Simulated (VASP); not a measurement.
Wanted: the native input for a VASP 6.6.1 run.

- Task: single point
- Functional: revPBE
- Potentials or basis: VASP PAW PBE potentials, release 64 (Zr_sv, C)
- Cutoff: 520 eV
- k mesh: 10 × 10 × 10
- Occupations: fermi-dirac, width 0.1 eV
- Spin: non-collinear spin, zero start, spin-orbit coupling
- Starting moments: [[0.0, 0.0, 0.0], [0.0, 0.0, 0.0]] μB
- Dipole correction: no
- k mesh for the DOS: 15 × 15 × 15
- Occupations for the DOS: tetrahedron
- Further INCAR settings: ALGO = Normal; EDIFF = 1e-06; NBANDS = 28

Crystal: ZrC.

```xyz
2
Lattice="0.0000 2.3650 2.3650 2.3650 0.0000 2.3650 2.3650 2.3650 0.0000" Properties=species:S:1:pos:R:3 pbc="T T T"
Zr    2.3650    2.3650    2.3650
C     0.0000    0.0000    0.0000
```

The input as run:

POSCAR

```
ZrC
1.0
    0.0000000000      2.3650000000      2.3650000000
    2.3650000000      0.0000000000      2.3650000000
    2.3650000000      2.3650000000      0.0000000000
Zr C
1 1
Direct
    0.5000000000      0.5000000000      0.5000000000
    0.0000000000      0.0000000000      0.0000000000
```

INCAR.step1

```
SYSTEM = ZrC
PREC = Accurate ; ENCUT = 520
EDIFF = 1E-6 ; ISMEAR = -1
SIGMA = 0.1 ; LREAL = .FALSE.
LASPH = .TRUE. ; NELM = 200
ALGO = Normal ; ISIF = 2
LWAVE = .FALSE. ; LCHARG = .TRUE.
LNONCOLLINEAR = .TRUE. ; MAGMOM = 0 0 0 0 0 0
LSORBIT = .TRUE. ; GGA_COMPAT = .FALSE.
LORBMOM = .TRUE. ; LMAXMIX = 4
GGA = RE ; NBANDS = 28
NEDOS = 2001 ; LORBIT = 11
```

KPOINTS.step1

```
regular mesh
0
G
  10 10 10
  0 0 0
```

INCAR.step2

```
SYSTEM = ZrC
PREC = Accurate ; ENCUT = 520
EDIFF = 1E-6 ; ISMEAR = -5
SIGMA = 0.1 ; LREAL = .FALSE.
LASPH = .TRUE. ; NELM = 200
ALGO = Normal ; ISIF = 2
LWAVE = .FALSE. ; LCHARG = .FALSE.
LNONCOLLINEAR = .TRUE. ; MAGMOM = 0 0 0 0 0 0
LORBIT = 11 ; LSORBIT = .TRUE.
GGA_COMPAT = .FALSE. ; LORBMOM = .TRUE.
LMAXMIX = 4 ; GGA = RE
NBANDS = 28 ; NEDOS = 1001
ICHARG = 11
```

KPOINTS.step2

```
regular mesh
0
G
  15 15 15
  0 0 0
```

Potentials or basis: VASP PAW PBE potentials, release 64 (Zr_sv, C).

Command:

```sh
$ cat potpaw_PBE.64/Zr_sv/POTCAR potpaw_PBE.64/C/POTCAR > POTCAR
$ cp INCAR.step1 INCAR
$ cp KPOINTS.step1 KPOINTS
$ mpirun -np 1 vasp_ncl > vasp.out
$ cp INCAR.step2 INCAR
$ cp KPOINTS.step2 KPOINTS
$ mpirun -np 1 vasp_ncl > vasp.out
```

Results of the run:

```json
{"Net moment": "0.00 μB per cell", "Valence electrons inside the program's atomic spheres": "Zr 9.81; C 2.35"}
```

Run time: 4.2 min on 1 thread of Intel(R) Xeon(R) Platinum 8375C CPU @ 2.90GHz (Ice Lake), on a shared host, peak memory 0.32 GiB.
